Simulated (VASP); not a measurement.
A run of VASP 6.6.1 is set up as follows.

INCAR

```
  PREC = Accurate
  ENCUT = 520
  EDIFF = 1E-6
  ISMEAR = -1
  SIGMA = 0.05
  LREAL = False
  LASPH = True
  NELM = 150
  ALGO = Fast
  ISIF = 2
  LWAVE = False
  LCHARG = False
  ISPIN = 2
  MAGMOM = 0 0 1 -1
  LORBIT = 11
  LMAXMIX = 4
  GGA = PS
  NBANDS = 27
```

Contents of KPOINTS:

```
regular mesh
0
Gamma
  8 8 5
```

The input POSCAR:

```
NiSb
1.0
    3.9280000000      0.0000000000      0.0000000000
   -1.9640000000      3.4017477861      0.0000000000
    0.0000000000      0.0000000000      5.1200000000
Sb Ni
2 2
Direct
    0.6666666667      0.3333333333      0.7500000000
    0.3333333333      0.6666666667      0.2500000000
    0.0000000000      0.0000000000      0.5000000000
    0.0000000000      0.0000000000      0.0000000000
```

Potentials or basis: VASP PAW PBE potentials, release 64 (Sb, Ni).

Run with:

```console
$ cat potpaw_PBE.64/Sb/POTCAR potpaw_PBE.64/Ni/POTCAR > POTCAR
$ mpirun -np 1 vasp_std > vasp.out
```

(1) Estimate the net moment.

(2) Predict the band gap on the k mesh.

(3) Estimate the pressure.

Results:

(1) 0.00 μB per cell.

(2) zero (filled and empty bands overlap).

(3) -2.0 GPa.

Caveat: the moments typed at the start vanished in this run; the PAW data sets were made with another functional, which shifts forces and pressure a little; spin-orbit coupling is left out, which moves the levels of the heavy elements.
